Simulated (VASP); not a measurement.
# BaTiO3 (P4mm) in VASP: further runs

BaTiO3 is run at these levels: LDA; tasks: single point.

Everything below comes from runs of VASP 6.6.1. Logs are shortened: lines on timing, memory, paths and dates and some standing lists are left out, and cuts for length are marked.

### 1 The cell of the first run

The structure is tetragonal, space group P4mm (No. 99). Conventional cell: a = 3.973 Å, b = 3.973 Å, c = 3.991 Å, α = 90.00°, β = 90.00°, γ = 90.00°. Within 3.6 Å of Ba (site symmetry 4mm) lie 12 O at 2.77 to 2.86 Å and 8 Ti at 3.42 to 3.47 Å. Ti (site symmetry 4mm) has 6 O at 1.88 to 2.11 Å within 2.5 Å. Within 2.6 Å of O (site symmetry 2mm) lie 2 Ti at 1.99 Å. Within 2.5 Å of O (site symmetry 4mm) lie 2 Ti at 1.88 to 2.11 Å.

### 2 Single point, LDA (volume scaled by 0.98)

Input file INCAR:

```
PREC     = Accurate       # precision mode
ENCUT    = 520            # plane-wave cutoff, eV
EDIFF    = 1E-6           # SCF threshold, eV
ISMEAR   = -1             # smearing method
SIGMA    = 0.05           # smearing width, eV
LREAL    = False          # projectors in reciprocal space
LASPH    = True           # aspherical terms in the spheres
NELM     = 100            # most SCF steps
ALGO     = Normal         # electronic algorithm
ISIF     = 2              # what is computed and relaxed
LWAVE    = False          # write WAVECAR
LCHARG   = False          # write CHGCAR
GGA      = CA             # functional
NBANDS   = 28             # bands
```

Input file KPOINTS:

```
regular mesh
0
Gamma
  7 7 7
```

Input file POSCAR:

```
BaTiO3
1.0
    3.9729548958      0.0000000000      0.0000000000
    0.0000000000      3.9729548958      0.0000000000
    0.0000000000      0.0000000000      3.9910327445
Ba Ti O
1 1 3
Direct
    0.0000000000      0.0000000000      0.0000000000
    0.5000000000      0.5000000000      0.4900000000
    0.0000000000      0.5000000000      0.5170000000
    0.5000000000      0.0000000000      0.5170000000
    0.5000000000      0.5000000000      0.0190000000
```

Potentials or basis: VASP PAW LDA potentials, release 64 (Ba_sv, Ti_sv, O).

On the command line:

```bash
> cat potpaw_LDA.64/Ba_sv/POTCAR potpaw_LDA.64/Ti_sv/POTCAR potpaw_LDA.64/O/POTCAR > POTCAR
> mpirun -np 1 vasp_std > vasp.out
```

OUTCAR:

```text
PREC = Accurate
   ENCUT = 520
   EDIFF = 1E-6
   ISMEAR = -1
   LREAL = False
   LASPH = True
   NELM = 100
   ISIF = 2
   GGA = CA

 ion  position               nearest neighbor table
   1  0.000  0.000  0.000-   3 2.77   4 2.77   3 2.77   4 2.77   5 2.81   5 2.81   5 2.81   5 2.81
                             4 2.86   3 2.86   4 2.86   3 2.86   2 3.42   2 3.42   2 3.42   2 3.42
   2  0.500  0.500  0.490-   5 1.88   4 1.99   3 1.99   4 1.99   3 1.99   5 2.11   1 3.42   1 3.42
                             1 3.42   1 3.42   1 3.47   1 3.47   1 3.47   1 3.47
   3  0.000  0.500  0.517-   2 1.99   2 1.99   1 2.77   1 2.77   1 2.86   1 2.86
   4  0.500  0.000  0.517-   2 1.99   2 1.99   1 2.77   1 2.77   1 2.86   1 2.86
   5  0.500  0.500  0.019-   2 1.88   2 2.11   1 2.81   1 2.81   1 2.81   1 2.81

  LATTYP: Found a simple tetragonal cell.
 ALAT       =     3.9729548958
 C/A-ratio  =     1.0045502275

  Lattice vectors:

 A1 = (   3.9729548958,   0.0000000000,   0.0000000000)
 A2 = (   0.0000000000,   3.9729548958,   0.0000000000)
 A3 = (   0.0000000000,   0.0000000000,   3.9910327445)

Analysis of symmetry for initial positions (statically):
=====================================================================
 Subroutine PRICEL returns:
 Original cell was already a primitive cell.

 Routine SETGRP: Setting up the symmetry group for a
 simple tetragonal supercell.

 Subroutine GETGRP returns: Found  8 space group operations
 (whereof  8 operations were pure point group operations)
 out of a pool of 16 trial point group operations.

The static configuration has the point symmetry C_4v.

Analysis of symmetry for dynamics (positions and initial velocities):
=====================================================================
 Subroutine PRICEL returns:
 Original cell was already a primitive cell.

 Routine SETGRP: Setting up the symmetry group for a
 simple tetragonal supercell.

 Subroutine GETGRP returns: Found  8 space group operations
 (whereof  8 operations were pure point group operations)
 out of a pool of 16 trial point group operations.

The dynamic configuration has the point symmetry C_4v.

 Subroutine INISYM returns: Found  8 space group operations
 (whereof  8 operations are pure point group operations),
 and found     1 'primitive' translations

----------------------------------------------------------------------------------------

                                     Primitive cell

  volume of cell :      62.9959

  direct lattice vectors                    reciprocal lattice vectors
     3.972954896  0.000000000  0.000000000     0.251701826  0.000000000  0.000000000
     0.000000000  3.972954896  0.000000000     0.000000000  0.251701826  0.000000000
     0.000000000  0.000000000  3.991032745     0.000000000  0.000000000  0.250561713

  length of vectors
     3.972954896  3.972954896  3.991032745     0.251701826  0.251701826  0.250561713

  position of ions in fractional coordinates (direct lattice)
     0.000000000  0.000000000  0.000000000
     0.500000000  0.500000000  0.490000000
     0.000000000  0.500000000  0.517000000
     0.500000000  0.000000000  0.517000000
     0.500000000  0.500000000  0.019000000

  ion indices of the primitive-cell ions
   primitive index   ion index
                 1           1
                 2           2
                 3           3
                 4           4
                 5           5

----------------------------------------------------------------------------------------

 KPOINTS: regular mesh

Automatic generation of k-mesh.
 Grid dimensions read from file:
 generate k-points for:    7    7    7

 Generating k-lattice:

  Cartesian coordinates                     Fractional coordinates (reciprocal lattice)
     0.035957404  0.000000000  0.000000000     0.142857143  0.000000000  0.000000000
     0.000000000  0.035957404  0.000000000     0.000000000  0.142857143  0.000000000
     0.000000000  0.000000000  0.035794530     0.000000000  0.000000000  0.142857143

  Length of vectors
     0.035957404  0.035957404  0.035794530

  Shift w.r.t. Gamma in fractional coordinates (k-lattice)
     0.000000000  0.000000000  0.000000000

 Subroutine IBZKPT returns following result:
 ===========================================

 Found     40 irreducible k-points:

 Following reciprocal coordinates:
            Coordinates               Weight
  0.000000  0.000000  0.000000      1.000000
  0.142857  0.000000  0.000000      4.000000
  0.285714  0.000000  0.000000      4.000000
  0.428571  0.000000  0.000000      4.000000
  0.142857  0.142857  0.000000      4.000000
  0.285714  0.142857  0.000000      8.000000
[... 16 lines left out ...]
  0.285714  0.000000  0.285714      8.000000
  0.428571  0.000000  0.285714      8.000000
 [... further k-points ...]
   k-points           NKPTS =     40   k-points in BZ     NKDIM =     40   number of bands    NBANDS=     28
   number of dos      NEDOS =    301   number of ions     NIONS =      5
   total plane-waves  NPLWV =  27000
   dimension x,y,z NGX =    30 NGY =   30 NGZ =   30
   dimension x,y,z NGXF=    60 NGYF=   60 NGZF=   60
   ions per type =               1   1   3
   NGX,Y,Z   is equivalent  to a cutoff of  12.55, 12.55, 12.50 a.u.
   NGXF,Y,Z  is equivalent  to a cutoff of  25.11, 25.11, 24.99 a.u.
 SYSTEM =  unknown system
   PREC   = accura    normal or accurate (medium, high low for compatibility)
   ISTART =      0    job   : 0-new  1-cont  2-samecut
   ICHARG =      2    charge: 1-file 2-atom 10-const
   ISPIN  =      1    spin polarized calculation?
   LNONCOLLINEAR =      F non collinear calculations
   LSORBIT =      F    spin-orbit coupling
   LASPH  =      T    aspherical Exc in radial PAW
   ENCUT  =  520.0 eV  38.22 Ry    6.18 a.u.   7.39  7.39  7.42*2*pi/ulx,y,z
   NELM   =    100;   NELMIN=  2; NELMDL= -5     # of ELM steps
   EDIFF  = 0.1E-05   stopping-criterion for ELM
   LREAL  =      F    real-space projection
   EDIFFG = 0.1E-04   stopping-criterion for IOM
   NSW    =      0    number of steps for IOM
   IBRION =     -1    ionic relax: 0-MD 1-quasi-New 2-CG
   NFREE  =      0    steps in history (QN), initial steepest desc. (CG)
   ISIF   =      2    stress and relaxation
   ISYM   =      2    0-nonsym 1-usesym 2-fastsym
   POTIM  = 0.5000    time-step for ionic-motion
   TEBEG  =    0.0;   TEEND  =   0.0 temperature during run
   PSTRESS=    0.0 pullay stress
   NELECT =      40.0000    total number of electrons
   NUPDOWN=      -1.0000    fix difference up-down
   EMIN   =  10.00;   EMAX   =-10.00  energy-range for DOS
   EFERMI =   0.00;   METHOD = LEGACY
   ISMEAR =    -1;   SIGMA  =   0.05  broadening in eV -4-tet -1-fermi 0-gaus
   EFERMI_NEDOS =   21; number of points for ismear=-14 and -15
   IALGO  =     38    algorithm
   IMIX   =      4    mixing-type and parameters
     AMIX     =   0.40;   BMIX     =  1.00
     AMIX_MAG =   1.60;   BMIX_MAG =  1.00
  volume/ion in A,a.u.               =      12.60        85.02
  Fermi-wavevector in a.u.,A,eV,Ry     =   1.407097  2.659027 26.938466  1.979921
  Thomas-Fermi vector in A             =   2.529390
   LORBIT       =      0    0 simple, 1 ext, 2 COOP (PROOUT), +10 PAW based schemes
   GGA     = CA    functional components
   LHFCALC =     F    Hartree Fock is set to
   AEXX    =    0.0000 exact exchange contribution
   IVDW    =     0    specifies the selected vdW correction
   LEPSILON=     F    determine dielectric tensor
   LRPA    =     F    only Hartree local field effects (RPA)
 non-spin polarized calculation
  energy-cutoff  :      520.00
  volume of cell :       63.00
 maximum number of plane-waves:      1743
 NGX is ok and might be reduce to    30
   NGX = 15   NGY = 15   NGZ = 15

 number of electron      39.9999978 magnetization

 Free energy of the ion-electron system (eV)
  ---------------------------------------------------
  ext. energy  EPLUGINS =         0.00000000
  ---------------------------------------------------
  free energy    TOTEN  =       -44.15102964 eV

  energy without entropy =      -44.15102964  energy(sigma->0) =      -44.15102964

 E-fermi :   4.5669     XC(G=0): -11.8242

 val. band max:        3.5953497500   @ k =   0.4286   0.4286   0.4286
 cond. band min:       5.4154752770   @ k =   0.0000   0.0000   0.0000
 fundamental gap:      1.8201255270
 Fermi energy:         4.5669117875

 k-point     1 :       0.0000    0.0000    0.0000
  band No.  band energies     occupation
      1     -52.0719      2.00000
      2     -28.7307      2.00000
      3     -28.6972      2.00000
      4     -28.6972      2.00000
      5     -20.9648      2.00000
      6     -12.9593      2.00000
[... 20 lines left out ...]
     27       8.6117      0.00000
     28      11.0330      0.00000

 k-point     2 :       0.1429    0.0000    0.0000
  band No.  band energies     occupation
      1     -52.0716      2.00000
      2     -28.7302      2.00000
      3     -28.7086      2.00000
      4     -28.6967      2.00000
      5     -20.9394      2.00000
      6     -12.9837      2.00000
[... 20 lines left out ...]
     27       9.0092      0.00000
     28      11.5236      0.00000

 k-point     3 :       0.2857    0.0000    0.0000
  band No.  band energies     occupation
      1     -52.0711      2.00000
      2     -28.7342      2.00000
      3     -28.7290      2.00000
      4     -28.6957      2.00000
      5     -20.8813      2.00000
      6     -13.1069      2.00000
[... 20 lines left out ...]
     27      10.0300      0.00000
     28      12.0414      0.00000

 k-point     4 :       0.4286    0.0000    0.0000
  band No.  band energies     occupation
      1     -52.0706      2.00000
      2     -28.7544      2.00000
      3     -28.7283      2.00000
      4     -28.6949      2.00000
      5     -20.8335      2.00000
      6     -13.2405      2.00000
[... 578 lines left out ...]
     27      10.4296      0.00000
     28      12.3153      0.00000

 k-point    23 :       0.2857    0.0000    0.2857
  band No.  band energies     occupation
      1     -52.0704      2.00000
      2     -28.7639      2.00000
      3     -28.7319      2.00000
      4     -28.6943      2.00000
      5     -20.8190      2.00000
      6     -12.9109      2.00000
[... 20 lines left out ...]
     27      11.4602      0.00000
     28      12.3164      0.00000

 k-point    24 :       0.4286    0.0000    0.2857
  band No.  band energies     occupation
      1     -52.0699      2.00000
      2     -28.7626      2.00000
      3     -28.7519      2.00000
      4     -28.6935      2.00000
      5     -20.7819      2.00000
      6     -12.8955      2.00000
[... 20 lines left out ...]
     27      12.1739      0.00000
     28      12.5955      0.00000

 [... further k-points ...]
[... 5 lines left out ...]
  --------------------------------------------------------------------------------------
  -------------------------------------------------------------------------------------
  Total       -1.3483658     -1.3483658     -0.9242422      0.0000000      0.0000000      0.0000000
  in kB      -34.2930209    -34.2930209    -23.5062763      0.0000000      0.0000000      0.0000000
  external PRESSURE =     -30.6974394 kB  Pullay stress =       0.0000000 kB

 VOLUME and BASIS-vectors are now :
 -----------------------------------------------------------------------------
  energy-cutoff  :      520.00
  volume of cell :       63.00
      direct lattice vectors                 reciprocal lattice vectors
     3.972954896  0.000000000  0.000000000     0.251701826  0.000000000  0.000000000
     0.000000000  3.972954896  0.000000000     0.000000000  0.251701826  0.000000000
     0.000000000  0.000000000  3.991032745     0.000000000  0.000000000  0.250561713

 POSITION                                       TOTAL-FORCE (eV/Angst)
 -----------------------------------------------------------------------------------
      0.00000      0.00000      0.00000         0.000000      0.000000      0.058657
      1.98648      1.98648      1.95561         0.000000      0.000000     -0.055282
      0.00000      1.98648      2.06336        -0.000000      0.000000     -0.119258
      1.98648      0.00000      2.06336         0.000000      0.000000     -0.119258
      1.98648      1.98648      0.07583         0.000000     -0.000000      0.235142
 -----------------------------------------------------------------------------------
    total drift:                                0.000000      0.000000      0.000652

  FREE ENERGIE OF THE ION-ELECTRON SYSTEM (eV)
  ---------------------------------------------------
  free  energy   TOTEN  =       -44.1510296399 eV

  energy  without entropy=      -44.1510296388  energy(sigma->0) =      -44.15102964
```

It took 30 s on 1 thread of Intel Xeon 6975P-C (Granite Rapids), shared host; peak memory 0.19 GiB.

Results:

```
Free energy            : -44.1510 eV
Pressure               : -3.1 GPa
Largest force          : 0.235 eV/Å
Band gap on the k mesh : 1.82 eV, indirect (least direct gap 2.00 eV)
```

Forces on the atoms (eV/Å):
```
Ba   0.000  0.000  0.059
Ti   0.000  0.000 -0.055
O    0.000  0.000 -0.119
O    0.000  0.000 -0.119
O    0.000  0.000  0.235
```

Stress tensor (GPa, compression positive):
```
-3.43  0.00  0.00
 0.00 -3.43  0.00
 0.00  0.00 -2.35
```

Caveat: the cell differs from its parent crystal (volume scaled by 0.98); spin-orbit coupling is left out, which moves the levels of the heavy elements.

### 3 Single point, LDA

This run uses another cell than the first one, of 12.86 Å³/atom, 1.020 times its volume.

Input file INCAR:

```
SYSTEM = BaTiO3
PREC     = Accurate       ! precision mode
ENCUT    = 520            ! plane-wave cutoff, eV
EDIFF    = 1E-6           ! SCF threshold, eV
ISMEAR   = -1             ! smearing method
SIGMA    = 0.05           ! smearing width, eV
LREAL    = .False.        ! projectors in reciprocal space
LASPH    = .True.         ! aspherical terms in the spheres
NELM     = 80             ! most SCF steps
ALGO     = Normal         ! electronic algorithm
ISIF     = 2              ! what is computed and relaxed
LWAVE    = .False.        ! write WAVECAR
LCHARG   = .False.        ! write CHGCAR
GGA      = CA             ! functional
NBANDS   = 28             ! bands
```

Input file KPOINTS:

```
regular mesh
0
Gamma
  7 7 7
  0 0 0
```

Edit POSCAR of step 2 so:

```diff
@@ -2,5 +2,5 @@
 1.0
-    3.9729548958      0.0000000000      0.0000000000
-    0.0000000000      3.9729548958      0.0000000000
-    0.0000000000      0.0000000000      3.9910327445
+    3.9998000000      0.0000000000      0.0000000000
+    0.0000000000      3.9998000000      0.0000000000
+    0.0000000000      0.0000000000      4.0180000000
 Ba Ti O
```

Potentials or basis: VASP PAW LDA potentials, release 64 (Ba_sv, Ti_sv, O).

On the command line:

```bash
> cat potpaw_LDA.64/Ba_sv/POTCAR potpaw_LDA.64/Ti_sv/POTCAR potpaw_LDA.64/O/POTCAR > POTCAR
> mpirun -np 1 vasp_std > vasp.out
```

It took 30 s on 1 thread of Intel Xeon 6975P-C (Granite Rapids), shared host; peak memory 0.2 GiB.

The run converged. Its results:

```yaml
Free_energy: -44.1139 eV
Pressure: -6.5 GPa
Largest_force: 0.363 eV/Å
Band_gap_on_the_k_mesh: 1.78 eV, indirect (least direct gap 1.97 eV)
```

Forces in eV/Å, atoms in the order of the input:
```
Ba   0.000  0.000  0.039
Ti   0.000  0.000 -0.153
O    0.000  0.000 -0.124
O    0.000  0.000 -0.124
O    0.000  0.000  0.363
```

Stress tensor (GPa, compression positive):
```
-6.84  0.00  0.00
 0.00 -6.84  0.00
 0.00  0.00 -5.85
```

Levels at points of the mesh, in eV from the valence-band top:
| k point | band 18 | band 19 | band 20 | band 21 | band 22 | band 23 |
| --- | --- | --- | --- | --- | --- | --- |
| (0.00, 0.00, 0.00) | -0.20 | -0.19 | -0.19 | 1.78 | 2.00 | 2.00 |

Caveat: spin-orbit coupling is left out, which moves the levels of the heavy elements. A k mesh can miss the band edges.

### 4 Single point, LDA (volume scaled by 1.02)

Input file INCAR:

```
SYSTEM = BaTiO3
ALGO = Normal
EDIFF = 1E-6
ENCUT = 520
GGA = CA
ISIF = 2
ISMEAR = -1
LASPH = .True.
LCHARG = .False.
LREAL = .False.
LWAVE = .False.
NBANDS = 28
NELM = 60
PREC = Accurate
SIGMA = 0.05
```

Input file KPOINTS:

```
k-points
0
Gamma
  7 7 7
  0 0 0
```

Edit POSCAR of step 3 so:

```diff
@@ -2,5 +2,5 @@
 1.0
-    3.9998000000      0.0000000000      0.0000000000
-    0.0000000000      3.9998000000      0.0000000000
-    0.0000000000      0.0000000000      4.0180000000
+    4.0262895137      0.0000000000      0.0000000000
+    0.0000000000      4.0262895137      0.0000000000
+    0.0000000000      0.0000000000      4.0446100470
 Ba Ti O
```

On the command line:

```bash
> cat potpaw_LDA.64/Ba_sv/POTCAR potpaw_LDA.64/Ti_sv/POTCAR potpaw_LDA.64/O/POTCAR > POTCAR
> mpirun -np 1 vasp_std > vasp.out
```

Run time: 31 s. Hardware: 1 thread of Intel Xeon 6975P-C (Granite Rapids), shared host; peak memory 0.19 GiB.

The run converged. Its results:

```yaml
Free_energy: -44.0506 eV
Pressure: -9.6 GPa
Largest_force: 0.484 eV/Å
Band_gap_on_the_k_mesh: 1.74 eV, indirect (least direct gap 1.95 eV)
```

Forces in eV/Å, atoms in the order of the input:
```
Ba   0.000  0.000  0.020
Ti   0.000  0.000 -0.246
O    0.000  0.000 -0.129
O    0.000  0.000 -0.129
O    0.000  0.000  0.484
```

Stress tensor (GPa, compression positive):
```
-9.87  0.00  0.00
 0.00 -9.87  0.00
 0.00  0.00 -8.96
```

Levels at points of the mesh, in eV from the valence-band top:
```
           k point  band 18  band 19  band 20  band 21  band 22  band 23
(0.00, 0.00, 0.00)    -0.22    -0.21    -0.21     1.74     1.96     1.96
```

Caveat: the cell differs from its parent crystal (volume scaled by 1.02); spin-orbit coupling is left out, which moves the levels of the heavy elements.

### 5 The runs side by side

```csv
cell,gap on the mesh (eV),pressure (GPa),largest force (eV/Å)
"a = 3.973, b = 3.973, c = 3.991 Å, 5 atoms",1.82,-3.1,0.24
"a = 4.000, b = 4.000, c = 4.018 Å, 5 atoms",1.78,-6.5,0.36
"a = 4.026, b = 4.026, c = 4.045 Å, 5 atoms",1.74,-9.6,0.48
```

Alike in all rows: task single point; level LDA; potentials or basis VASP PAW LDA potentials, release 64 (Ba_sv, Ti_sv, O); no spin polarisation; k mesh 7 × 7 × 7; cutoff (eV) 520; smearing fermi-dirac 0.05 eV.

Caveats: spin-orbit coupling is left out, which moves the levels of the heavy elements.

Total energies depend on the potentials used, so only differences within one code and one set of settings carry meaning.
